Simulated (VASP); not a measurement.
# SnO2 (Fm-3m) in VASP: settings compared, part 2 of 2

VASP 6.6.1. Earlier steps stand in the parts before.

**4. Single point, BLYP+D3(BJ)**

This run uses another cell than the first one, of 11.28 Å³/atom.

The input, INCAR:

```
SYSTEM = SnO2
AGGAC = 1.0 ; AGGAX = 1.0
ALDAC = 0.0 ; ALDAX = 1.0
ALGO = Normal ; EDIFF = 1E-6
ENCUT = 520 ; GGA = B5
ISIF = 2 ; ISMEAR = -1
IVDW = 12 ; LASPH = .TRUE.
LCHARG = .FALSE. ; LREAL = .FALSE.
LWAVE = .FALSE. ; NBANDS = 20
NELM = 100 ; PREC = Accurate
SIGMA = 0.05 ; VDW_A1 = 0.4298
VDW_A2 = 4.2359 ; VDW_S6 = 1.0
VDW_S8 = 2.6996
```

The input, KPOINTS:

```
k-points
0
G
  9 9 9
  0 0 0
```

The input, POSCAR:

```
SnO2
1.0
    0.0000000000      2.5676031243      2.5676031243
    2.5676031243      0.0000000000      2.5676031243
    2.5676031243      2.5676031243      0.0000000000
Sn O
1 2
Direct
    0.0000000000      0.0000000000      0.0000000000
    0.7500000000      0.7500000000      0.7500000000
    0.2500000000      0.2500000000      0.2500000000
```

Launch:

```sh
$ cat potpaw_PBE.64/Sn_d/POTCAR potpaw_PBE.64/O/POTCAR > POTCAR
$ mpirun -np 1 vasp_std > vasp.out
```

Run time: 50 s. Hardware: 1 thread of Intel Xeon 8259CL, shared host; peak memory 0.18 GiB.

Results (log left out):

```
Free energy                : -18.1191 eV
Pressure                   : 0.6 GPa
Dispersion energy per atom : -0.515 eV
```

Levels at points of the mesh, in eV from the Fermi level:
```csv
k point,band 9,band 10,band 11,band 12,band 13,band 14,band 15,band 16,band 17,band 18
"(0.00, 0.00, 0.00)",-2.88,-2.88,-1.44,-1.44,-1.44,-0.18,6.98,6.98,6.98,13.38
```

Caveat: the PAW data sets were made with another functional, which shifts forces and pressure a little; spin-orbit coupling is left out, which moves the levels of the heavy elements.

**5. Single point, BLYP+D4**

This run uses another cell than the first one, of 11.28 Å³/atom.

The input, INCAR:

```
PREC = Accurate
ENCUT = 520
EDIFF = 1E-7
ISMEAR = -1
SIGMA = 0.05
LREAL = F
LASPH = T
NELM = 60
ALGO = Normal
ISIF = 2
LWAVE = F
LCHARG = F
GGA = B5
ALDAX = 1.0
AGGAX = 1.0
AGGAC = 1.0
ALDAC = 0.0
IVDW = 13
NBANDS = 20
VDW_S6 = 1.0
VDW_S8 = 2.34076671
VDW_A1 = 0.44488865
VDW_A2 = 4.0933009
```

The input, KPOINTS:

```
regular mesh
0
Gamma
  9 9 9
```

The input, POSCAR:

```
SnO2
1.0
    0.0000000000      2.5673008149      2.5673008149
    2.5673008149      0.0000000000      2.5673008149
    2.5673008149      2.5673008149      0.0000000000
Sn O
1 2
Direct
    0.0000000000      0.0000000000      0.0000000000
    0.7500000000      0.7500000000      0.7500000000
    0.2500000000      0.2500000000      0.2500000000
```

Potentials or basis: VASP PAW PBE potentials, release 64 (Sn_d, O).

Launch:

```sh
$ cat potpaw_PBE.64/Sn_d/POTCAR potpaw_PBE.64/O/POTCAR > POTCAR
$ mpirun -np 1 vasp_std > vasp.out
```

OUTCAR:

```text
PREC = Accurate
   ENCUT = 520
   EDIFF = 1E-7
   ISMEAR = -1
   LREAL = F
   LASPH = T
   NELM = 60
   ISIF = 2
   GGA = B5
   IVDW = 13

 ion  position               nearest neighbor table
   1  0.000  0.000  0.000-   2 2.22   2 2.22   2 2.22   2 2.22   3 2.22   3 2.22   3 2.22   3 2.22

   2  0.750  0.750  0.750-   1 2.22   1 2.22   1 2.22   1 2.22
   3  0.250  0.250  0.250-   1 2.22   1 2.22   1 2.22   1 2.22

  LATTYP: Found a face centered cubic cell.
 ALAT       =     5.1346016298

  Lattice vectors:

[... 742 lines left out ...]
  DFT-D4 for vdW energy calculation

  Edisp (eV):   -1.58246

  FORCE on cell =-STRESS in cart. coord.  units (eV):
  Direction    XX          YY          ZZ          XY          YZ          ZX
  --------------------------------------------------------------------------------------
  -------------------------------------------------------------------------------------
  Total       0.13765     0.13765     0.13765     0.00000    -0.00000    -0.00000
  in kB       6.51673     6.51673     6.51673     0.00000    -0.00000    -0.00000
  external pressure =        6.52 kB  Pullay stress =        0.00 kB

 VOLUME and BASIS-vectors are now :
 -----------------------------------------------------------------------------
  energy-cutoff  :      520.00
  volume of cell :       33.84
      direct lattice vectors                 reciprocal lattice vectors
     0.000000000  2.567300815  2.567300815    -0.194757076  0.194757076  0.194757076
     2.567300815  0.000000000  2.567300815     0.194757076 -0.194757076  0.194757076
     2.567300815  2.567300815  0.000000000     0.194757076  0.194757076 -0.194757076

 POSITION                                       TOTAL-FORCE (eV/Angst)
 -----------------------------------------------------------------------------------
      0.00000      0.00000      0.00000        -0.000000     -0.000000     -0.000000
      3.85095      3.85095      3.85095        -0.000000     -0.000000     -0.000000
      1.28365      1.28365      1.28365         0.000000      0.000000      0.000000
 -----------------------------------------------------------------------------------
    total drift:                                0.000000     -0.000000      0.000000

  FREE ENERGIE OF THE ION-ELECTRON SYSTEM (eV)
  ---------------------------------------------------
  free  energy   TOTEN  =       -18.1571849407 eV

  energy  without entropy=      -18.1564055149  energy(sigma->0) =      -18.15679523
```

OSZICAR:

```text
N       E                     dE             d eps       ncg     rms          rms(c)
DAV:   1     0.239902593635E+03    0.23990E+03   -0.13657E+04  1516   0.203E+03
DAV:   2     0.443215819148E+01   -0.23547E+03   -0.22244E+03  1496   0.479E+02
DAV:   3    -0.197628787074E+02   -0.24195E+02   -0.23747E+02  1604   0.133E+02
DAV:   4    -0.204020620515E+02   -0.63918E+00   -0.63866E+00  1560   0.221E+01
DAV:   5    -0.204168288325E+02   -0.14767E-01   -0.14766E-01  1764   0.352E+00    0.118E+01
DAV:   6    -0.165732810728E+02    0.38435E+01   -0.14340E+01  2148   0.619E+01    0.388E+00
DAV:   7    -0.165978043893E+02   -0.24523E-01   -0.82094E-01  1480   0.678E+00    0.193E+00
DAV:   8    -0.165781210088E+02    0.19683E-01   -0.90944E-02  1564   0.278E+00    0.402E-01
DAV:   9    -0.165745058103E+02    0.36152E-02   -0.14426E-02  2160   0.160E+00    0.824E-02
DAV:  10    -0.165747247438E+02   -0.21893E-03   -0.10732E-03  1560   0.422E-01    0.268E-02
DAV:  11    -0.165747271503E+02   -0.24065E-05   -0.77004E-05  2152   0.134E-01    0.158E-02
DAV:  12    -0.165747251695E+02    0.19807E-05   -0.76222E-06  1816   0.266E-02    0.753E-03
DAV:  13    -0.165747246956E+02    0.47391E-06   -0.14747E-06  1540   0.948E-03    0.132E-03
DAV:  14    -0.165747247172E+02   -0.21549E-07   -0.79380E-08   968   0.328E-03
   1 F= -.18157185E+02 E0= -.18156795E+02  d E =-.779426E-03
```

stdout:

```text
POSCAR found type information on POSCAR SnO
 POSCAR found :  2 types and       3 ions
 scaLAPACK will be used
 -----------------------------------------------------------------------------
|                                                                             |
|                                                                             |
|     You enforced a specific xc type in the INCAR file but a different       |
|     I HOPE YOU KNOW WHAT YOU ARE DOING!                                     |
|                                                                             |
 -----------------------------------------------------------------------------

 LDA part: xc-table for (Slater(with rela. corr.)+VWN5), standard interpolation
 POSCAR, INCAR and KPOINTS ok, starting setup
 FFT: planning ... GRIDC
 FFT: planning ... GRID_SOFT
 FFT: planning ... GRID
 WAVECAR not read
 entering main loop
```

It took 67 s on 1 thread of Intel Xeon 8259CL, shared host; peak memory 0.17 GiB.

Results:

| Property | Result |
| --- | --- |
| Free energy | -18.1572 eV |
| Pressure | 0.7 GPa |
| Dispersion energy per atom | -0.527 eV |

Caveat: the PAW data sets were made with another functional, which shifts forces and pressure a little; spin-orbit coupling is left out, which moves the levels of the heavy elements.

**6. Relaxation of cell and atoms, BLYP+D3(BJ)**

The input, INCAR:

```
  PREC = Accurate
  ENCUT = 600
  EDIFF = 1E-6
  ISMEAR = -1
  SIGMA = 0.05
  LREAL = False
  LASPH = True
  NELM = 100
  ALGO = Normal
  ISIF = 3
  LWAVE = False
  LCHARG = False
  GGA = B5
  ALDAX = 1.0
  AGGAX = 1.0
  AGGAC = 1.0
  ALDAC = 0.0
  IVDW = 12
  VDW_S6 = 1.0
  VDW_S8 = 2.6996
  VDW_A1 = 0.4298
  VDW_A2 = 4.2359
  IBRION = 2
  NSW = 60
  EDIFFG = -0.01
```

The input, KPOINTS:

```
Automatic mesh
0
Gamma
  9 9 9
```

The input, POSCAR:

```
SnO2
1.0
    0.0000000000      2.5741500000      2.5741500000
    2.5741500000      0.0000000000      2.5741500000
    2.5741500000      2.5741500000      0.0000000000
Sn O
1 2
Direct
    0.0000000000      0.0000000000      0.0000000000
    0.7500000000      0.7500000000      0.7500000000
    0.2500000000      0.2500000000      0.2500000000
```

Potentials or basis: VASP PAW PBE potentials, release 64 (Sn_d, O).

Launch:

```sh
$ cat potpaw_PBE.64/Sn_d/POTCAR potpaw_PBE.64/O/POTCAR > POTCAR
$ mpirun -np 1 vasp_std > vasp.out
```

It took 1.8 min on 1 thread of Intel Xeon 8259CL, shared host; peak memory 0.2 GiB.

Results (log left out):

```
Free energy                           : -18.1243 eV
Relaxed volume                        : 11.31 Å³/atom
Relaxed cell                          : a = 3.634 Å, b = 3.634 Å, c = 3.634 Å, α = 60.00°, β = 60.00°, γ = 60.00°
Space group after relaxing (to 0.1 Å) : Fm-3m (No. 225)
Energy gained by relaxing             : 0.2 meV/atom
Ionic steps                           : 3
Pressure after relaxing               : 0.0 GPa
Dispersion energy per atom            : -0.513 eV
```

The path:
```csv
step,energy change (eV),largest force (eV/Å),pressure (GPa),volume (Å³)
1,0.0000,0.0000,-0.95,34.11
2,-0.0001,0.0000,0.84,33.78
3,-0.0005,0.0000,-0.02,33.94
```

Final structure:
```xyz
3
Lattice="0.0000 2.5697 2.5697 2.5697 0.0000 2.5697 2.5697 2.5697 0.0000" Properties=species:S:1:pos:R:3 pbc="T T T"
Sn    0.0000    0.0000    0.0000
O     3.8546    3.8546    3.8546
O     1.2849    1.2849    1.2849
```

Levels at points of the mesh, in eV from the Fermi level:
```
           k point  band 9  band 10  band 11  band 12  band 13  band 14  band 15  band 16  band 17
(0.00, 0.00, 0.00)   -2.87    -2.87    -1.43    -1.43    -1.43    -0.21     6.98     6.98     6.98
```

Caveat: the PAW data sets were made with another functional, which shifts forces and pressure a little; spin-orbit coupling is left out, which moves the levels of the heavy elements.

**7. Overview**

| task | level | cell | cutoff (eV) | pressure (GPa) | relaxed volume (Å³/atom) |
| --- | --- | --- | --- | --- | --- |
| relaxation of cell and atoms | PBE+D3(BJ) | relaxed from a = 3.640 Å, angles 60.0°, 3 atoms | 600 | 0.0 | 11.16 |
| relaxation of cell and atoms | PBE+D4 | relaxed from a = 3.640 Å, angles 60.0°, 3 atoms | 600 | 0.0 | 11.14 |
| single point | BLYP+D3(BJ) | a = 3.631 Å, angles 60.0°, 3 atoms | 520 | 0.6 | - |
| single point | BLYP+D4 | a = 3.631 Å, angles 60.0°, 3 atoms | 520 | 0.7 | - |
| relaxation of cell and atoms | BLYP+D3(BJ) | relaxed from a = 3.640 Å, angles 60.0°, 3 atoms | 600 | 0.0 | 11.31 |

Alike in all rows: potentials or basis VASP PAW PBE potentials, release 64 (Sn_d, O); no spin polarisation; k mesh 9 × 9 × 9; smearing fermi-dirac 0.05 eV.

Caveats: spin-orbit coupling is left out, which moves the levels of the heavy elements; the PAW data sets were made with another functional, which shifts forces and pressure a little (at least some runs).

Absolute energies hang on the potentials; compare differences alone.
